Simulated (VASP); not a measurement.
Wanted: the native input for a VASP 6.6.1 run.

```yaml
Task: single point
Functional: PBE
Potentials_or_basis: VASP PAW PBE potentials, release 64 (Hg, Te)
Cutoff: 520 eV
k_mesh: 2 × 2 × 2
Occupations: fermi-dirac, width 0.05 eV
Spin: no spin polarisation
Dipole_correction: no
Further_INCAR_settings: ALGO = Normal; EDIFF = 1e-06; NBANDS = 16
```

The structure of HgTe (Coloradoite) lies in POSCAR:

```
HgTe
1.0
    4.5459890000      0.0000000000      0.0000000000
    2.2729945000      3.9369419593      0.0000000000
    2.2729945000      1.3123139864      3.7117844754
Hg Te
1 1
Direct
    0.0000000000      0.0000000000      0.0000000000
    0.2500000000      0.2500000000      0.2500000000
```

The input as run:

INCAR

```
PREC = Accurate
ENCUT = 520
EDIFF = 1E-6
ISMEAR = -1
SIGMA = 0.05
LREAL = False
LASPH = True
NELM = 60
ALGO = Normal
ISIF = 2
LWAVE = False
LCHARG = False
GGA = PE
NBANDS = 16
```

KPOINTS

```
Automatic mesh
0
Gamma
  2 2 2
```

Potentials or basis: VASP PAW PBE potentials, release 64 (Hg, Te).

Launch:

```sh
$ cat potpaw_PBE.64/Hg/POTCAR potpaw_PBE.64/Te/POTCAR > POTCAR
$ mpirun -np 1 vasp_std > vasp.out
```

Results of the run:

```json
{
 "Pressure": "10.1 GPa",
 "Band gap on the k mesh": "zero (filled and empty bands touch)"
}
```

Caveat: the k points lie up to 0.85 Å⁻¹ apart; spin-orbit coupling is left out, which moves the levels of the heavy elements.

Wall time 7.4 s on 1 thread of Intel(R) Xeon(R) 6975P-C (Granite Rapids), on a shared host, peak memory 0.19 GiB.
